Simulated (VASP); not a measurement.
# AlIr: single point with LDA

AlIr:

```
Al Ir
1.0
     2.96973    0.00000    0.00000
     0.00000    2.96973    0.00000
     0.00000    0.00000    2.96973
Al Ir
1 1
Direct
  0.00000 0.00000 0.00000
  0.50000 0.50000 0.50000
```

| Property | Result |
| --- | --- |
| Program | VASP 6.6.1 |
| Task | single point |
| Functional | LDA |
| Potentials or basis | VASP PAW LDA potentials, release 64 (Al, Ir_sv_GW) |
| Cutoff | 560 eV |
| k mesh | 14 × 14 × 14 |
| Occupations | fermi-dirac, width 0.1 eV |
| Spin | no spin polarisation |
| Dipole correction | no |
| Further INCAR settings | ALGO = Normal; EDIFF = 1e-06; NBANDS = 17 |

```json
{
 "Pressure": "-0.1 GPa",
 "Band gap on the k mesh": "zero (bands 10 and 11 overlap by 1.54 eV)"
}
```

Levels at points of the mesh, in eV from the Fermi level:
| k point | band 7 | band 8 | band 9 | band 10 | band 11 | band 12 | band 13 | band 14 |
| --- | --- | --- | --- | --- | --- | --- | --- | --- |
| (0.00, 0.00, 0.00) | -6.06 | -1.84 | -1.84 | -1.84 | 4.27 | 4.27 | 4.27 | 10.03 |
| (0.50, 0.00, 0.00) | -5.25 | -3.84 | -3.84 | -1.54 | 0.27 | 5.83 | 9.15 | 9.15 |
| (0.50, 0.50, 0.00) | -3.38 | -3.38 | -3.28 | -3.28 | -0.26 | 2.34 | 5.32 | 8.98 |
| (0.50, 0.50, 0.50) | -6.96 | -0.15 | -0.15 | 1.00 | 2.05 | 2.05 | 2.05 | 6.78 |

Wall time 16 s on 1 thread of AMD EPYC 9R45 96-Core Processor (Zen 5) (shared host), peak memory 0.15 GiB.

Caveat: spin-orbit coupling is left out, which moves the levels of the heavy elements.
